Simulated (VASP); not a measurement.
# Ta4C3 (Cm) in VASP: single point with r2SCAN

Aim: the single point of Ta4C3 with r2SCAN.

All numbers are computed with VASP 6.6.1; they aren't measurements. Logs are shortened: lines on timing, memory, paths and dates and some standing lists are left out, and cuts for length are marked.

**1. The cell of the first run**

The structure is monoclinic, space group Cm (No. 8). Conventional cell: a = 5.400 Å, b = 3.118 Å, c = 10.307 Å, α = 90.00°, β = 97.53°, γ = 90.00°. Ta (site symmetry m) has 6 C at 2.26 Å and 12 Ta at 2.86 to 3.26 Å within 3.3 Å. Within 1.7 Å of Ta (site symmetry m) lie 1 C at 1.25 Å. Ta (site symmetry m) has 3 C at 2.19 Å within 2.9 Å. Within 2.9 Å of Ta (site symmetry m) lie 6 C at 2.20 to 2.23 Å. C (site symmetry m) has 6 Ta at 2.19 to 2.20 Å within 2.9 Å. C (site symmetry m) has 1 Ta at 1.25 Å within 1.7 Å. Within 3.2 Å of C (site symmetry m) lie 6 Ta at 2.23 to 2.26 Å and 10 C at 2.73 to 3.15 Å.

**2. Single point, r2SCAN (the part above a cut slid along it)**

File POSCAR:

```
Ta4C3
1.0
   -3.1177991687      0.0000000000      0.0000000000
   -1.5588995843     -2.7000932840      0.0000000000
   -1.1690187983     -0.6749333179     10.2185930705
Ta C
4 3
Direct
    0.2625994435      0.2625994435      0.1900275630
    0.0743451152      0.0743451152      0.9431452919
   -0.1979643987     -0.1979643987      0.6990174637
    0.5302002310      0.5302002310      0.4529928082
    0.1659159261      0.1659159261      0.5768132042
    0.9625317766      0.9625317766      0.0569471534
   -0.1042116712     -0.1042116712      0.3239565456
```

File INCAR.step1:

```
SYSTEM = Ta4C3
PREC = Accurate
ENCUT = 520
ISMEAR = 0
SIGMA = 0.15
LREAL = .False.
LASPH = .True.
NELM = 60
NBANDS = 37
GGA = PE
ALGO = Normal
EDIFF = 1E-4
LWAVE = .True.
LCHARG = .False.
```

File INCAR.step2:

```
SYSTEM = Ta4C3
PREC = Accurate
ENCUT = 520
EDIFF = 1E-6
ISMEAR = 0
SIGMA = 0.15
LREAL = .False.
LASPH = .True.
NELM = 60
ALGO = Normal
ISIF = 2
LWAVE = .False.
LCHARG = .False.
METAGGA = R2SCAN
LMIXTAU = .True.
NBANDS = 37
ISTART = 1
```

File KPOINTS:

```
Automatic mesh
0
Gamma
  14 14 4
  0 0 0
```

Potentials or basis: VASP PAW PBE potentials, release 64 (Ta_pv, C).

Run with:

```console
$ cat potpaw_PBE.64/Ta_pv/POTCAR potpaw_PBE.64/C/POTCAR > POTCAR
$ cp INCAR.step1 INCAR
$ mpirun -np 1 vasp_std > vasp.out
$ cp INCAR.step2 INCAR
$ mpirun -np 1 vasp_std > vasp.out
```

OUTCAR:

```text
SYSTEM = Ta4C3
   PREC = Accurate
   ENCUT = 520
   EDIFF = 1E-6
   ISMEAR = 0
   LREAL = .False.
   LASPH = .True.
   NELM = 60
   ISIF = 2
   METAGGA = R2SCAN
   ISTART = 1

 ion  position               nearest neighbor table
   1  0.263  0.263  0.190-   6 2.26   6 2.26   6 2.26   7 2.26   7 2.26   7 2.26   2 2.86   4 3.23
                             4 3.23   4 3.23   2 3.26   2 3.26
   2  0.074  0.074  0.943-   6 1.25   1 2.86   3 3.08   3 3.08   3 3.08   1 3.26   1 3.26
   3  0.802  0.802  0.699-   5 2.19   5 2.19   5 2.19   2 3.08   2 3.08   2 3.08   4 3.09   4 3.09
                             4 3.09
   4  0.530  0.530  0.453-   5 2.20   5 2.20   5 2.20   7 2.23   7 2.23   7 2.23   3 3.09   3 3.09
                             3 3.09   1 3.23   1 3.23   1 3.23
   5  0.166  0.166  0.577-   3 2.19   3 2.19   3 2.19   4 2.20   4 2.20   4 2.20
   6  0.963  0.963  0.057-   2 1.25   1 2.26   1 2.26   1 2.26
   7  0.896  0.896  0.324-   4 2.23   4 2.23   4 2.23   1 2.26   1 2.26   1 2.26

 -----------------------------------------------------------------------------
|                                                                             |
|           W    W    AA    RRRRR   N    N  II  N    N   GGGG   !!!           |
|           W    W   A  A   R    R  NN   N  II  NN   N  G    G  !!!           |
|           W    W  A    A  R    R  N N  N  II  N N  N  G       !!!           |
|           W WW W  AAAAAA  RRRRR   N  N N  II  N  N N  G  GGG   !            |
|           WW  WW  A    A  R   R   N   NN  II  N   NN  G    G                |
|           W    W  A    A  R    R  N    N  II  N    N   GGGG   !!!           |
|                                                                             |
|     The distance between some ions is very small. Please check the          |
|     nearest-neighbor list in the OUTCAR file.                               |
|     I HOPE YOU KNOW WHAT YOU ARE DOING!                                     |
|                                                                             |
 -----------------------------------------------------------------------------

  LATTYP: Found a base centered monoclinic cell.
 ALAT       =     5.4001865679
 B/A-ratio  =     0.5773502692
 C/A-ratio  =     1.9087054503
 COS(beta)  =    -0.1309613626

  Lattice vectors:

 A1 = (   3.1177991687,   0.0000000000,   0.0000000000)
 A2 = (   1.5588995843,   2.7000932840,   0.0000000000)
 A3 = (  -1.1690187983,  -0.6749333179,  10.2185930705)

Analysis of symmetry for initial positions (statically):
=====================================================================
 Subroutine PRICEL returns:
 Original cell was already a primitive cell.

 Routine SETGRP: Setting up the symmetry group for a
 base centered monoclinic supercell.

 Subroutine GETGRP returns: Found  2 space group operations
 (whereof  2 operations were pure point group operations)
 out of a pool of  4 trial point group operations.

The static configuration has the point symmetry C_1h.

[... 132 lines left out ...]
   PSTRESS=    0.0 pullay stress
   NELECT =      56.0000    total number of electrons
   NUPDOWN=      -1.0000    fix difference up-down
   EMIN   =  10.00;   EMAX   =-10.00  energy-range for DOS
   EFERMI =   0.00;   METHOD = LEGACY
   ISMEAR =     0;   SIGMA  =   0.15  broadening in eV -4-tet -1-fermi 0-gaus
   EFERMI_NEDOS =   21; number of points for ismear=-14 and -15
   IALGO  =     38    algorithm
   IMIX   =      4    mixing-type and parameters
     AMIX     =   0.40;   BMIX     =  1.00
     AMIX_MAG =   1.60;   BMIX_MAG =  1.00
  volume/ion in A,a.u.               =      12.29        82.93
  Fermi-wavevector in a.u.,A,eV,Ry     =   1.418834  2.681207 27.389741  2.013089
  Thomas-Fermi vector in A             =   2.539918
   LORBIT       =      0    0 simple, 1 ext, 2 COOP (PROOUT), +10 PAW based schemes
   METAGGA = R2SCAN    functional components
   LHFCALC =     F    Hartree Fock is set to
   AEXX    =    0.0000 exact exchange contribution
   IVDW    =     0    specifies the selected vdW correction
   LEPSILON=     F    determine dielectric tensor
   LRPA    =     F    only Hartree local field effects (RPA)
 non-spin polarized calculation
 Gauss-broadening in eV      SIGMA  =   0.15
  energy-cutoff  :      520.00
  volume of cell :       86.02
 maximum number of plane-waves:      2340
   NGX = 11   NGY = 11   NGZ = 39

 number of electron      56.0000003 magnetization

 Free energy of the ion-electron system (eV)
  ---------------------------------------------------
  ext. energy  EPLUGINS =         0.00000000
  ---------------------------------------------------
  free energy    TOTEN  =      -208.06713879 eV

  energy without entropy =     -208.04385830  energy(sigma->0) =     -208.05549854

 E-fermi :   7.2308     XC(G=0): -13.8805

 val. band max:        7.2190218245   @ k =  -0.4286   0.2857   0.2500
 cond. band min:       7.2407771720   @ k =  -0.2857   0.1429   0.2500
 fundamental gap:      0.0217553475
 Fermi energy:         7.2308275895

 k-point     1 :       0.0000    0.0000    0.0000
  band No.  band energies     occupation
      1     -31.8720      2.00000
      2     -29.5336      2.00000
      3     -29.2033      2.00000
      4     -29.0300      2.00000
      5     -29.0244      2.00000
      6     -28.8776      2.00000
[... 949 lines left out ...]
     36      10.4486      0.00000
     37      11.1867      0.00000

 [... further k-points ...]
[... 5 lines left out ...]
  --------------------------------------------------------------------------------------
  -------------------------------------------------------------------------------------
  Total       10.7868890      3.7905047     91.8085352      6.0590465     15.5393483     26.9149590
  in kB      200.9040919     70.5975474   1709.9193632    112.8487779    289.4178899    501.2868292
  external PRESSURE =     660.4736675 kB  Pullay stress =       0.0000000 kB

 VOLUME and BASIS-vectors are now :
 -----------------------------------------------------------------------------
  energy-cutoff  :      520.00
  volume of cell :       86.02
      direct lattice vectors                 reciprocal lattice vectors
    -3.117799169  0.000000000  0.000000000    -0.320739068  0.185178787 -0.024461945
    -1.558899584 -2.700093284  0.000000000     0.000000000 -0.370357575 -0.024461945
    -1.169018798 -0.674933318 10.218593071     0.000000000  0.000000000  0.097860830

 POSITION                                       TOTAL-FORCE (eV/Angst)
 -----------------------------------------------------------------------------------
     -1.45024     -0.83730      1.94181        -0.485479     -0.280291      2.578687
     -1.45024     -0.83730      9.63762       -24.828514    -14.334749    -80.223901
     -4.56804     -2.63736      7.14298         0.292510      0.168880      0.355260
     -3.00914     -1.73733      4.62895         0.044388      0.025627     -0.234915
     -1.45024     -0.83730      5.89422        -0.086363     -0.049862      0.485361
     -4.56804     -2.63736      0.58192        25.132348     14.510168     77.701149
     -4.56804     -2.63736      3.31038        -0.068889     -0.039773     -0.661641
 -----------------------------------------------------------------------------------
    total drift:                                0.000134      0.000078     -0.000446

  FREE ENERGIE OF THE ION-ELECTRON SYSTEM (eV)
  ---------------------------------------------------
  free  energy   TOTEN  =      -208.0671387892 eV

  energy  without entropy=     -208.0438582997  energy(sigma->0) =     -208.05549854
```

Wall time 76 min (1 thread of Oxide Virtual Turin-like, shared host); peak memory 0.57 GiB.

Results:

- Free energy: -208.0671 eV
- Pressure: 66.0 GPa
- Largest force: 85.193 eV/Å
- Band gap on the k mesh: zero (bands 28 and 29 overlap by 0.70 eV)

Forces on the atoms (eV/Å):
```
Ta   -0.485  -0.280   2.579
Ta  -24.829 -14.335 -80.224
Ta    0.293   0.169   0.355
Ta    0.044   0.026  -0.235
C    -0.086  -0.050   0.485
C    25.132  14.510  77.701
C    -0.069  -0.040  -0.662
```

Caveat: the cell differs from its parent crystal (the part above a cut slid along it); atoms lie so close that the PAW spheres overlap strongly, which falsifies energies and pressures; the stress differs along the axes, from 7 to 171 GPa; the PAW data sets were made with another functional, which shifts forces and pressure a little; spin-orbit coupling is left out, which moves the levels of the heavy elements.

The gap in the log of VASP goes by the Fermi energy; the results here count the filled bands.